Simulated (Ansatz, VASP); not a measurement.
BAs in VASP and in Ansatz

File INCAR:

```
PREC = Accurate ; ENCUT = 520
EDIFF = 1E-7 ; ISMEAR = -1
SIGMA = 0.03 ; LREAL = F
LASPH = T ; NELM = 80
ALGO = Normal ; ISIF = 2
LWAVE = F ; LCHARG = T
LELF = T ; LVHAR = T
NBANDS = 11
```

File KPOINTS:

```
regular mesh
0
Gamma
  15 15 15
```

The input POSCAR:

```
BAs
1.0
    0.0000000000      2.4353452264      2.4353452264
    2.4353452264      0.0000000000      2.4353452264
    2.4353452264      2.4353452264      0.0000000000
B As
1 1
Direct
    0.0000000000      0.0000000000      0.0000000000
    0.7500000000      0.7500000000      0.7500000000
```

Input for Ansatz:

```yaml
crystal:
  lattice:
    - [0.0, 2.4353452264, 2.4353452264]
    - [2.4353452264, 0.0, 2.4353452264]
    - [2.4353452264, 2.4353452264, 0.0]
  atoms:
    - { symbol: B, position: [0.0, 0.0, 0.0] }
    - { symbol: As, position: [0.75, 0.75, 0.75] }
kpoints:
  mp_grid: { grid: [15, 15, 15] }
  band_path:
    path:
      - [0.0, 0.0, 0.0]
      - [-0.5, -0.5, 0.0]
      - [-0.375, -0.375, 0.25]
      - [-0.375, 0.0, 0.375]
      - [0.0, 0.0, 0.0]
      - [0.0, 0.0, 0.5]
      - [-0.5, -0.25, 0.25]
      - [-0.5, -0.5, 0.0]
    npoints: 5
scf:
  occupations: { method: fermi_dirac, width: 0.03 }
hamiltonian:
  xc: lda
  pseudopotentials: { kind: all_electron, lapw: { basis_error: 0.00025 } }
output:
  forces: true
  stress: true
  eigenvalues: true
```

Change from the starting cell: volume scaled by 1.06.

Alike in both runs: task single point; functional LDA; k mesh 15 × 15 × 15; occupations fermi-dirac, width 0.03 eV; no spin polarisation.

|  | VASP | Ansatz |
| --- | --- | --- |
| version | VASP 6.6.1 | Ansatz 0.2.0 |
| potentials or method | VASP PAW LDA potentials, release 64 (B, As), cutoff 520 eV | all-electron LAPW, scalar-relativistic |

|  | VASP | Ansatz | Ansatz less VASP |
| --- | --- | --- | --- |
| gap on the k mesh at the Fermi level (eV) | 1.17 | 1.18 | +0.008 |
| pressure (GPa) | -10.0 | -10.7 | -0.63 |

LDA's correlation is that of Perdew and Zunger in VASP and of Perdew and Wang (1992) in Ansatz. Ansatz ran all-electron here, and VASP with PAW potentials.
